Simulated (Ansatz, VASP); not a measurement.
# MoS2: VASP beside Ansatz

The input INCAR:

```
PREC     = Accurate       # precision mode
ENCUT    = 520            # plane-wave cutoff, eV
EDIFF    = 1E-6           # SCF threshold, eV
ISMEAR   = 0              # smearing method
SIGMA    = 0.05           # smearing width, eV
LREAL    = F              # projectors in reciprocal space
LASPH    = T              # aspherical terms in the spheres
NELM     = 80             # most SCF steps
ALGO     = Normal         # electronic algorithm
ISIF     = 2              # what is computed and relaxed
LWAVE    = F              # write WAVECAR
LCHARG   = F              # write CHGCAR
LDIPOL   = T            
IDIPOL   = 3            
DIPOL    = 0.5 0.5 0.410
GGA      = PE             # functional
IVDW     = 12             # dispersion correction
NBANDS   = 64             # bands
```

Contents of KPOINTS:

```
Automatic mesh
0
Gamma
  3 3 1
```

File POSCAR:

```
MoS2
1.0
    6.3058975174      0.0000000000      0.0000000000
   -3.1529487587      5.4610674438      0.0000000000
    0.0000000000      0.0000000000     23.3180323976
S Mo
8 4
Direct
    0.6666666667      0.3333333333      0.3430821205
    0.6666666667      0.8333333333      0.3430821205
    0.1666666667      0.3333333333      0.3430821205
    0.1666666667      0.8333333333      0.3430821205
    0.6664710241      0.3331353977      0.4776127476
    0.6663850520      0.8332520537      0.4776015392
    0.1672382230      0.3337424216      0.4771945202
    0.1666665216      0.8333045105      0.4777011647
    0.3333860461      0.1665023500      0.4102929475
    0.3334456147      0.6669503159      0.4102619965
    0.8331697769      0.1665861348      0.4103288880
    0.8332980072      0.6666601113      0.4103828567
```

Input for Ansatz:

```yaml
crystal:
  lattice:
    - [6.3058975174, 0.0, 0.0]
    - [-3.1529487587, 5.4610674438, 0.0]
    - [0.0, 0.0, 23.3180323976]
  atoms:
    - { symbol: S, position: [0.6666666667, 0.3333333333, 0.3430821205] }
    - { symbol: S, position: [0.6666666667, 0.8333333333, 0.3430821205] }
    - { symbol: S, position: [0.1666666667, 0.3333333333, 0.3430821205] }
    - { symbol: S, position: [0.1666666667, 0.8333333333, 0.3430821205] }
    - { symbol: Mo, position: [0.3333860461, 0.16650235, 0.4102929475] }
    - { symbol: Mo, position: [0.3334456147, 0.6669503159, 0.4102619965] }
    - { symbol: Mo, position: [0.8331697769, 0.1665861348, 0.410328888] }
    - { symbol: Mo, position: [0.8332980072, 0.6666601113, 0.4103828567] }
    - { symbol: S, position: [0.6664710241, 0.3331353977, 0.4776127476] }
    - { symbol: S, position: [0.666385052, 0.8332520537, 0.4776015392] }
    - { symbol: S, position: [0.167238223, 0.3337424216, 0.4771945202] }
    - { symbol: S, position: [0.1666665216, 0.8333045105, 0.4777011647] }
basis:
  ecutwfc: 420
kpoints:
  mp_grid: { grid: [3, 3, 1] }
hamiltonian:
  xc: pbe
  dispersion: d3bj
scf:
  occupations: { method: gaussian, width: 0.05 }
output:
  forces: true
  eigenvalues: true
  write_density: true
  volumetric_format: npy
efield:
  axis: 3
  dipole_correction: true
  ramp_width: 0.04
```

Alike in both runs: task single point; functional PBE; dispersion D3(BJ); k mesh 3 × 3 × 1; occupations gaussian, width 0.05 eV; no spin polarisation.

|  | VASP | Ansatz |
| --- | --- | --- |
| version | VASP 6.6.1 | Ansatz 0.2.0 |
| potentials or method | VASP PAW PBE potentials, release 64 (S, Mo_sv), cutoff 520 eV | scalar-relativistic, plane waves, PAW |
| valence electrons in the cell | 104 | 104 |

|  | VASP | Ansatz | Ansatz less VASP |
| --- | --- | --- | --- |
| gap on the k mesh at the Fermi level (eV) | 1.78 | 1.78 | -0.004 |
| least direct gap on the mesh (eV) | 1.78 | 1.78 | -0.004 |
| rms of the force components (eV/Å) | 0.020 | 0.020 | +0.0005 |
